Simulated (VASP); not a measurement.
# As in VASP: notebook

Runs on As. Level: PBE+D3(BJ). Tasks: single point.

Program: VASP 6.6.1. These are calculated values, not measurements. Logs are shortened: lines on timing, memory, paths and dates and some standing lists are left out, and cuts for length are marked.

## (1) The cell of the first run

The cell holds a slab with vacuum, 4 atoms: a = 3.572 Å, b = 3.572 Å, c = 20.295 Å, α = 90.00°, β = 90.00°, γ = 120.00°.

## (2) Single point, PBE+D3(BJ)

INCAR reads:

```
PREC = Accurate ; ENCUT = 520
EDIFF = 1E-7 ; ISMEAR = 0
SIGMA = 0.05 ; LREAL = False
LASPH = True ; NELM = 60
ALGO = Normal ; ISIF = 2
LWAVE = False ; LCHARG = False
LDIPOL = True ; IDIPOL = 3
DIPOL = 0.5 0.5 0.367 ; GGA = PE
IVDW = 12 ; NBANDS = 18
```

KPOINTS reads:

```
Automatic mesh
0
Gamma
  9 9 1
```

POSCAR reads:

```
As
1.0
    3.5716242980      0.0000000000      0.0000000000
   -1.7858121490      3.0931173748      0.0000000000
    0.0000000000      0.0000000000     20.2951239168
As
4
Direct
    0.3333333333      0.6666666667      0.2217281362
    0.6666666667      0.3333333334      0.2904843481
    0.6666666667      0.8333333334      0.4434092574
    1.0000000000      0.5000000000      0.5121634389
```

Potentials or basis: VASP PAW PBE potentials, release 64 (As).

Run with:

```console
> cat potpaw_PBE.64/As/POTCAR > POTCAR
> mpirun -np 1 vasp_std > vasp.out
```

OUTCAR:

```text
PREC = Accurate
   ENCUT = 520
   EDIFF = 1E-7
   ISMEAR = 0
   LREAL = False
   LASPH = True
   NELM = 60
   ISIF = 2
   GGA = PE
   IVDW = 12
 IVDW          = 12

 ion  position               nearest neighbor table
   1  0.333  0.667  0.222-   2 2.49   2 2.49   2 2.49
   2  0.667  0.333  0.290-   1 2.49   1 2.49   1 2.49
   3  0.667  0.833  0.443-   4 2.49   4 2.49   4 2.49
   4  0.000  0.500  0.512-   3 2.49   3 2.49   3 2.49

  LATTYP: Found a hexagonal cell.
 ALAT       =     3.5716242980
 C/A-ratio  =     5.6823232858

  Lattice vectors:

 A1 = (   3.5716242980,   0.0000000000,   0.0000000000)
 A2 = (  -1.7858121490,   3.0931173748,   0.0000000000)
 A3 = (   0.0000000000,   0.0000000000,  20.2951239168)

Analysis of symmetry for initial positions (statically):
=====================================================================
 Subroutine PRICEL returns:
 Original cell was already a primitive cell.

 Routine SETGRP: Setting up the symmetry group for a
 hexagonal supercell.

 Subroutine GETGRP returns: Found  4 space group operations
 (whereof  2 operations were pure point group operations)
 out of a pool of 24 trial point group operations.

The static configuration has the point symmetry C_1h.
 The point group associated with its full space group is C_2h.

Analysis of symmetry for dynamics (positions and initial velocities):
=====================================================================
 Subroutine PRICEL returns:
 Original cell was already a primitive cell.

 Routine SETGRP: Setting up the symmetry group for a
 hexagonal supercell.

 Subroutine GETGRP returns: Found  4 space group operations
 (whereof  2 operations were pure point group operations)
 out of a pool of 24 trial point group operations.

The dynamic configuration has the point symmetry C_1h.
 The point group associated with its full space group is C_2h.

 Subroutine INISYM returns: Found  4 space group operations
 (whereof  2 operations are pure point group operations),
 and found     1 'primitive' translations

----------------------------------------------------------------------------------------

                                     Primitive cell

  volume of cell :     224.2094

  direct lattice vectors                    reciprocal lattice vectors
     3.571624298  0.000000000  0.000000000     0.279984656  0.161649216  0.000000000
    -1.785812149  3.093117375  0.000000000     0.000000000  0.323298433  0.000000000
     0.000000000  0.000000000 20.295123917     0.000000000  0.000000000  0.049272919

  length of vectors
     3.571624298  3.571624298 20.295123917     0.323298433  0.323298433  0.049272919

  position of ions in fractional coordinates (direct lattice)
     0.333333333  0.666666667  0.221728136
     0.666666667  0.333333333  0.290484348
     0.666666667  0.833333333  0.443409257
     0.000000000  0.500000000  0.512163439

  ion indices of the primitive-cell ions
   primitive index   ion index
                 1           1
                 2           2
                 3           3
                 4           4

----------------------------------------------------------------------------------------

 KPOINTS: Automatic mesh

Automatic generation of k-mesh.
 Grid dimensions read from file:
 generate k-points for:    9    9    1

 Generating k-lattice:

  Cartesian coordinates                     Fractional coordinates (reciprocal lattice)
     0.031109406  0.017961024  0.000000000     0.111111111  0.000000000  0.000000000
     0.000000000  0.035922048  0.000000000     0.000000000  0.111111111  0.000000000
     0.000000000  0.000000000  0.049272919     0.000000000  0.000000000  1.000000000

  Length of vectors
     0.035922048  0.035922048  0.049272919

  Shift w.r.t. Gamma in fractional coordinates (k-lattice)
     0.000000000  0.000000000  0.000000000

 Subroutine IBZKPT returns following result:
 ===========================================

 Found     25 irreducible k-points:

 Following reciprocal coordinates:
            Coordinates               Weight
  0.000000  0.000000  0.000000      1.000000
  0.111111  0.000000  0.000000      2.000000
  0.000000  0.111111  0.000000      4.000000
  0.222222 -0.000000  0.000000      2.000000
  0.000000  0.222222  0.000000      4.000000
  0.333333  0.000000  0.000000      2.000000
[... 16 lines left out ...]
 -0.222222 -0.444444  0.000000      4.000000
  0.444444  0.333333  0.000000      4.000000
   k-points           NKPTS =     25   k-points in BZ     NKDIM =     25   number of bands    NBANDS=     18
   number of dos      NEDOS =    301   number of ions     NIONS =      4
   total plane-waves  NPLWV = 125440
   dimension x,y,z NGX =    28 NGY =   28 NGZ =  160
   dimension x,y,z NGXF=    56 NGYF=   56 NGZF=  320
   ions per type =               4
   NGX,Y,Z   is equivalent  to a cutoff of  13.03, 13.03, 13.11 a.u.
   NGXF,Y,Z  is equivalent  to a cutoff of  26.07, 26.07, 26.21 a.u.
 SYSTEM =  unknown system
   PREC   = accura    normal or accurate (medium, high low for compatibility)
   ISTART =      0    job   : 0-new  1-cont  2-samecut
   ICHARG =      2    charge: 1-file 2-atom 10-const
   ISPIN  =      1    spin polarized calculation?
   LNONCOLLINEAR =      F non collinear calculations
   LSORBIT =      F    spin-orbit coupling
   LASPH  =      T    aspherical Exc in radial PAW
   ENCUT  =  520.0 eV  38.22 Ry    6.18 a.u.   6.64  6.64 37.74*2*pi/ulx,y,z
   NELM   =     60;   NELMIN=  2; NELMDL= -5     # of ELM steps
   EDIFF  = 0.1E-06   stopping-criterion for ELM
   LREAL  =      F    real-space projection
   EDIFFG = 0.1E-05   stopping-criterion for IOM
   NSW    =      0    number of steps for IOM
   IBRION =     -1    ionic relax: 0-MD 1-quasi-New 2-CG
   NFREE  =      0    steps in history (QN), initial steepest desc. (CG)
   ISIF   =      2    stress and relaxation
   ISYM   =      2    0-nonsym 1-usesym 2-fastsym
   POTIM  = 0.5000    time-step for ionic-motion
   TEBEG  =    0.0;   TEEND  =   0.0 temperature during run
   PSTRESS=    0.0 pullay stress
   NELECT =      20.0000    total number of electrons
   NUPDOWN=      -1.0000    fix difference up-down
   EMIN   =  10.00;   EMAX   =-10.00  energy-range for DOS
   EFERMI =   0.00;   METHOD = LEGACY
   ISMEAR =     0;   SIGMA  =   0.05  broadening in eV -4-tet -1-fermi 0-gaus
   EFERMI_NEDOS =   21; number of points for ismear=-14 and -15
   IALGO  =     38    algorithm
   IMIX   =      4    mixing-type and parameters
     AMIX     =   0.40;   BMIX     =  1.00
     AMIX_MAG =   1.60;   BMIX_MAG =  1.00
  volume/ion in A,a.u.               =      56.05       378.26
  Fermi-wavevector in a.u.,A,eV,Ry     =   0.731476  1.382290  7.279898  0.535057
  Thomas-Fermi vector in A             =   1.823703
   LORBIT       =      0    0 simple, 1 ext, 2 COOP (PROOUT), +10 PAW based schemes
   GGA     = PE    functional components
   LHFCALC =     F    Hartree Fock is set to
   AEXX    =    0.0000 exact exchange contribution
   IVDW    =    12    specifies the selected vdW correction
   LEPSILON=     F    determine dielectric tensor
   LRPA    =     F    only Hartree local field effects (RPA)
 non-spin polarized calculation
 Gauss-broadening in eV      SIGMA  =   0.05
  energy-cutoff  :      520.00
  volume of cell :      224.21
 maximum number of plane-waves:      6099
   NGX = 13   NGY = 13   NGZ = 75

 dipolmoment           0.000000      0.000000      0.000035 electrons x Angstroem

 number of electron      20.0000002 magnetization

 dipolmoment           0.000000      0.000000     -0.000239 electrons x Angstroem

 Free energy of the ion-electron system (eV)
  ---------------------------------------------------
  ext. energy  EPLUGINS =         0.00000000
  ---------------------------------------------------
  free energy    TOTEN  =       -18.59635569 eV

  energy without entropy =      -18.59635569  energy(sigma->0) =      -18.59635569

 E-fermi :  -0.8445     XC(G=0):  -4.6247

 val. band max:       -1.1282003122   @ k =   0.1111   0.0000   0.0000
 cond. band min:      -0.3786890724   @ k =   0.3333   0.0000   0.0000
 fundamental gap:      0.7495112398
 Fermi energy:        -0.8445380461

 k-point     1 :       0.0000    0.0000    0.0000
  band No.  band energies     occupation
      1     -15.3054      2.00000
      2     -15.1638      2.00000
      3      -9.2806      2.00000
      4      -8.4457      2.00000
      5      -2.9700      2.00000
      6      -1.6226      2.00000
[... 10 lines left out ...]
     17       3.2861      0.00000
     18       3.5221      0.00000

 k-point     2 :       0.1111    0.0000    0.0000
  band No.  band energies     occupation
      1     -15.1375      2.00000
      2     -14.9958      2.00000
      3      -9.2279      2.00000
      4      -8.4402      2.00000
      5      -3.1786      2.00000
      6      -2.8728      2.00000
[... 10 lines left out ...]
     17       3.5093      0.00000
     18       3.7335      0.00000

 k-point     3 :       0.0000    0.1111    0.0000
  band No.  band energies     occupation
      1     -15.1369      2.00000
      2     -14.9963      2.00000
      3      -9.2192      2.00000
      4      -8.4494      2.00000
      5      -3.1873      2.00000
      6      -2.9270      2.00000
[... 10 lines left out ...]
     17       3.5076      0.00000
     18       3.7394      0.00000

 k-point     4 :       0.2222   -0.0000    0.0000
  band No.  band energies     occupation
      1     -14.6433      2.00000
      2     -14.5010      2.00000
      3      -9.2109      2.00000
      4      -8.6046      2.00000
      5      -4.8289      2.00000
      6      -4.4259      2.00000
[... 375 lines left out ...]
      4     -10.7391      2.00000
      5      -5.7772      2.00000
      6      -5.5634      2.00000
[... 10 lines left out ...]
     17       5.5257      0.00000
     18       6.2717      0.00000

 k-point    23 :      -0.2222   -0.4444    0.0000
  band No.  band energies     occupation
      1     -12.4792      2.00000
      2     -12.4062      2.00000
      3     -10.8388      2.00000
      4     -10.7420      2.00000
      5      -5.7441      2.00000
      6      -5.6354      2.00000
[... 10 lines left out ...]
     17       5.8904      0.00000
     18       5.9720      0.00000

 k-point    24 :       0.4444    0.3333    0.0000
  band No.  band energies     occupation
      1     -12.4971      2.00000
      2     -12.3900      2.00000
      3     -10.8379      2.00000
      4     -10.7422      2.00000
      5      -5.7577      2.00000
      6      -5.6313      2.00000
[... 10 lines left out ...]
     17       5.8291      0.00000
     18       6.1166      0.00000

 [... further k-points ...]

------------------------ aborting loop because EDIFF is reached ----------------------------------------

 vacuum level on the upper side and lower side of the slab       (xc-potential included)        -0.123        -0.119

 Edisp (eV)   -1.11826

 E8    (eV) :    -0.4891

  FORCE on cell =-STRESS in cart. coord.  units (eV):
  Direction    XX          YY          ZZ          XY          YZ          ZX
  --------------------------------------------------------------------------------------
  -------------------------------------------------------------------------------------
  Total       0.42187     0.60432     0.23366    -0.15801    -0.03810    -0.06599
  in kB       3.01464     4.31840     1.66974    -1.12909    -0.27225    -0.47155
  external pressure =        3.00 kB  Pullay stress =        0.00 kB

 VOLUME and BASIS-vectors are now :
 -----------------------------------------------------------------------------
  energy-cutoff  :      520.00
  volume of cell :      224.21
      direct lattice vectors                 reciprocal lattice vectors
     3.571624298  0.000000000  0.000000000     0.279984656  0.161649216  0.000000000
    -1.785812149  3.093117375  0.000000000     0.000000000  0.323298433  0.000000000
     0.000000000  0.000000000 20.295123917     0.000000000  0.000000000  0.049272919

 POSITION                                       TOTAL-FORCE (eV/Angst)
 -----------------------------------------------------------------------------------
     -0.00000      2.06208      4.50000         0.009219      0.005323     -0.089890
      1.78581      1.03104      5.89542         0.003840      0.002217      0.091072
      0.89291      2.57760      8.99905        -0.003840     -0.002217     -0.091072
     -0.89291      1.54656     10.39442        -0.009219     -0.005323      0.089890
 -----------------------------------------------------------------------------------
    total drift:                                0.000009      0.000005     -0.018044

  FREE ENERGIE OF THE ION-ELECTRON SYSTEM (eV)
  ---------------------------------------------------
  free  energy   TOTEN  =       -19.7146176586 eV

  energy  without entropy=      -19.7146176586  energy(sigma->0) =      -19.71461766

 vacuum level on the upper side and lower side of the slab         3.675         3.680
```

It took 92 s on 1 thread of Intel Xeon 6975P-C (Granite Rapids), shared host; peak memory 0.36 GiB.

Results:

| Item | Value |
| --- | --- |
| Free energy | -19.7146 eV |
| Largest force | 0.091 eV/Å |
| Band gap on the k mesh | 0.75 eV, indirect (least direct gap 1.42 eV) |
| Dispersion energy per atom | -0.280 eV |

Forces on the atoms (eV/Å):
```
As   0.009  0.005 -0.090
As   0.004  0.002  0.091
As  -0.004 -0.002 -0.091
As  -0.009 -0.005  0.090
```

## (3) Single point, PBE+D3(BJ)

INCAR reads:

```
  PREC = Accurate
  ENCUT = 520
  EDIFF = 1E-7
  ISMEAR = 0
  SIGMA = 0.05
  LREAL = False
  LASPH = True
  NELM = 60
  ALGO = Normal
  ISIF = 2
  LWAVE = False
  LCHARG = False
  LDIPOL = True
  IDIPOL = 3
  DIPOL = 0.5 0.5 0.376
  GGA = PE
  IVDW = 12
  NBANDS = 18
```

KPOINTS reads:

```
regular mesh
0
Gamma
  9 9 1
```

POSCAR reads:

```
As
1.0
    3.5716242980      0.0000000000      0.0000000000
   -1.7858121490      3.0931173748      0.0000000000
    0.0000000000      0.0000000000     20.2951239168
As
4
Direct
    0.3333333334      0.6666666667      0.2217281362
    0.6666666667      0.3333333333      0.2905549647
    0.8333333334      0.6666666667      0.4623579750
    1.1666666667      0.3333333333      0.5311848217
```

Potentials or basis: VASP PAW PBE potentials, release 64 (As).

Run with:

```console
> cat potpaw_PBE.64/As/POTCAR > POTCAR
> mpirun -np 1 vasp_std > vasp.out
```

Run time: 88 s. Hardware: 1 thread of Intel Xeon 6975P-C (Granite Rapids), shared host; peak memory 0.35 GiB.

Results (log left out):

* Free energy: -19.6700 eV
* Largest force: 0.098 eV/Å
* Band gap on the k mesh: 1.05 eV, indirect (least direct gap 1.66 eV)
* Dispersion energy per atom: -0.265 eV

Forces on the atoms (eV/Å):
```
As   0.000 -0.022 -0.091
As   0.000 -0.034  0.092
As   0.000  0.034 -0.092
As   0.000  0.022  0.091
```

Levels at points of the mesh, in eV from the valence-band top:
```
           k point  band 8  band 9  band 10  band 11  band 12  band 13
(0.00, 0.00, 0.00)   -0.20   -0.17    -0.13     1.72     2.23     3.32
```

## (4) Single point, PBE+D3(BJ)

INCAR reads:

```
SYSTEM = As
  PREC = Accurate
  ENCUT = 520
  EDIFF = 1E-7
  ISMEAR = 0
  SIGMA = 0.05
  LREAL = .False.
  LASPH = .True.
  NELM = 60
  ALGO = Normal
  ISIF = 2
  LWAVE = .False.
  LCHARG = .False.
  LDIPOL = .True.
  IDIPOL = 3
  DIPOL = 0.5 0.5 0.376
  GGA = PE
  IVDW = 12
  NBANDS = 18
```

KPOINTS reads:

```
Automatic mesh
0
Gamma
  9 9 1
  0 0 0
```

POSCAR reads:

```
As
1.0
    3.5716242980      0.0000000000      0.0000000000
   -1.7858121490      3.0931173748      0.0000000000
    0.0000000000      0.0000000000     20.2951239168
As
4
Direct
    0.3333333333      0.6666666666      0.2217281362
    0.6666666667      0.3333333334      0.2905816012
    1.0000000000      0.5000000000      0.4610005888
    1.3333333333      0.1666666666      0.5298534856
```

Run with:

```console
> cat potpaw_PBE.64/As/POTCAR > POTCAR
> mpirun -np 1 vasp_std > vasp.out
```

It took 87 s on 1 thread of Intel Xeon 6975P-C (Granite Rapids), shared host; peak memory 0.36 GiB.

The run converged. Its results:

- Free energy: -19.6750 eV
- Largest force: 0.101 eV/Å
- Band gap on the k mesh: 1.07 eV, indirect (least direct gap 1.61 eV)
- Dispersion energy per atom: -0.266 eV

Forces on the atoms (eV/Å):
```
As  -0.026 -0.015 -0.091
As  -0.036 -0.021  0.091
As   0.036  0.021 -0.091
As   0.026  0.015  0.091
```

Levels at points of the mesh, in eV from the valence-band top:
| k point | band 7 | band 8 | band 9 | band 10 | band 11 | band 12 | band 13 | band 14 |
| --- | --- | --- | --- | --- | --- | --- | --- | --- |
| (0.00, 0.00, 0.00) | -0.18 | -0.17 | -0.16 | -0.09 | 1.74 | 2.27 | 3.28 | 3.32 |
